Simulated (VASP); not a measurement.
Set up this calculation in VASP 6.6.1, as the native input.

```yaml
Task: single point
Functional: PBEsol
Potentials_or_basis: VASP PAW PBE potentials, release 64 (Mn_pv, Sb)
Cutoff: 520 eV
k_mesh: 9 × 9 × 6
Occupations: fermi-dirac, width 0.1 eV
Spin: collinear spin, ferromagnetic start
Starting_moments: "[3.0, 3.0, 0.0, 0.0] μB"
Fixed_moment: 6 μB
Dipole_correction: no
Further_INCAR_settings: ALGO = Normal; EDIFF = 1e-06; NBANDS = 30
```

The structure of MnSb lies in POSCAR:

```
MnSb
1.0
    4.1500000000      0.0000000000      0.0000000000
   -2.0750000000      3.5940054257      0.0000000000
    0.0000000000      0.0000000000      5.7800000000
Mn Sb
2 2
Direct
    0.0000000000      0.0000000000      0.0000000000
    0.0000000000      0.0000000000      0.5000000000
    0.3333333333      0.6666666667      0.2500000000
    0.6666666667      0.3333333333      0.7500000000
```

One way to write it, as run:

INCAR

```
SYSTEM = MnSb
PREC = Accurate
ENCUT = 520
EDIFF = 1E-6
ISMEAR = -1
SIGMA = 0.1
LREAL = .False.
LASPH = .True.
NELM = 150
ALGO = Normal
ISIF = 2
LWAVE = .False.
LCHARG = .False.
ISPIN = 2
MAGMOM = 3 3 0 0
LORBIT = 11
NUPDOWN = 6.0
LMAXMIX = 4
GGA = PS
NBANDS = 30
```

KPOINTS

```
Automatic mesh
0
Gamma
  9 9 6
  0 0 0
```

Potentials or basis: VASP PAW PBE potentials, release 64 (Mn_pv, Sb).

Run with:

```console
$ cat potpaw_PBE.64/Mn_pv/POTCAR potpaw_PBE.64/Sb/POTCAR > POTCAR
$ mpirun -np 1 vasp_std > vasp.out
```

It gave:

* Pressure: -9.5 GPa
* Net moment: 6.00 μB per cell
* Site moments: Mn +3.13; Sb -0.15 μB
* Valence electrons inside the program's atomic spheres: Mn 11.53; Sb 2.43

Caveat: the PAW data sets were made with another functional, which shifts forces and pressure a little; the total moment is fixed, so each spin has its own Fermi level; only a ferromagnetic start was run, and an antiferromagnetic order may lie lower in energy.

Wall time 3.5 min on 1 thread of Oxide Virtual Turin-like Processor, on a shared host, peak memory 0.33 GiB.
